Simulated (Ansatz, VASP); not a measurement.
**Be7B: VASP beside Ansatz**

The input INCAR:

```
SYSTEM = Be7B
PREC     = Accurate       ! precision mode
ENCUT    = 600            ! plane-wave cutoff, eV
EDIFF    = 1E-6           ! SCF threshold, eV
ISMEAR   = 0              ! smearing method
SIGMA    = 0.1            ! smearing width, eV
LREAL    = .False.        ! projectors in reciprocal space
LASPH    = .True.         ! aspherical terms in the spheres
NELM     = 100            ! most SCF steps
ALGO     = Normal         ! electronic algorithm
ISIF     = 3              ! what is computed and relaxed
LWAVE    = .False.        ! write WAVECAR
LCHARG   = .False.        ! write CHGCAR
GGA      = PE             ! functional
IBRION   = 2              ! ionic algorithm
NSW      = 90             ! ionic steps
EDIFFG   = -0.04          ! ionic threshold
```

KPOINTS

```
regular mesh
0
Gamma
  4 4 4
  0 0 0
```

The input POSCAR:

```
Be7B
1.0
    4.2342332200      0.0000000000      0.0000000000
    0.0000000000      4.2342332200      0.0000000000
    0.0000000000      0.0000000000      4.2342332200
Be B
7 1
Direct
    0.2526152100      0.2526152100      0.2526152100
    0.0000000000      0.5000000000      0.5000000000
    0.5000000000      0.5000000000      0.0000000000
    0.5000000000      0.0000000000      0.5000000000
    0.7473847900      0.2526152100      0.7473847900
    0.7473847900      0.7473847900      0.2526152100
    0.2526152100      0.7473847900      0.7473847900
    0.0000000000      0.0000000000      0.0000000000
```

Input for Ansatz:

```yaml
crystal:
  lattice:
    - [4.23423322, 0.0, 0.0]
    - [0.0, 4.23423322, 0.0]
    - [0.0, 0.0, 4.23423322]
  atoms:
    - { symbol: Be, position: [0.25261521, 0.25261521, 0.25261521] }
    - { symbol: Be, position: [0.0, 0.5, 0.5] }
    - { symbol: Be, position: [0.5, 0.5, 0.0] }
    - { symbol: Be, position: [0.5, 0.0, 0.5] }
    - { symbol: Be, position: [0.74738479, 0.25261521, 0.74738479] }
    - { symbol: Be, position: [0.74738479, 0.74738479, 0.25261521] }
    - { symbol: Be, position: [0.25261521, 0.74738479, 0.74738479] }
    - { symbol: B, position: [0.0, 0.0, 0.0] }
basis:
  ecutwfc: 420
kpoints:
  mp_grid: { grid: [4, 4, 4] }
hamiltonian:
  xc: pbe
scf:
  occupations: { method: gaussian, width: 0.1 }
  lower_state_search: "off"
output:
  forces: true
  stress: true
  eigenvalues: true
relax:
  adjacent_minimum: "off"
  f_tol: 0.04
  max_steps: 70
  cell: { stress_tol: 0.4 }
```

Change from the starting cell: species swapped into the Si7Ge type (P-43m, No. 215).

Alike in both runs: task relaxation of cell and atoms; functional PBE; k mesh 4 × 4 × 4; occupations gaussian, width 0.1 eV; no spin polarisation.

```csv
,VASP,Ansatz
version,VASP 6.6.1,Ansatz 0.2.0
potentials or method,"VASP PAW PBE potentials, release 64 (Be, B), cutoff 600 eV","scalar-relativistic, plane waves, PAW"
valence electrons in the cell,17,17
```

```tsv
	VASP	Ansatz	Ansatz less VASP
gap on the k mesh at the Fermi level, each at its own relaxed structure (eV)	none	none	-
relaxed volume (Å³/atom)	14.10	13.96	-0.137
relaxed length of the cell vector where the two differ most in proportion (Å)	4.832	4.816	-0.0158
```

A gap of «none» marks a metal or a gap that the smearing closes.

The k mesh is coarse, so the values compare programs but aren't converged. Noted on VASP's run: the volume moved by over 15 % at a fixed basis, so the end points are rough.
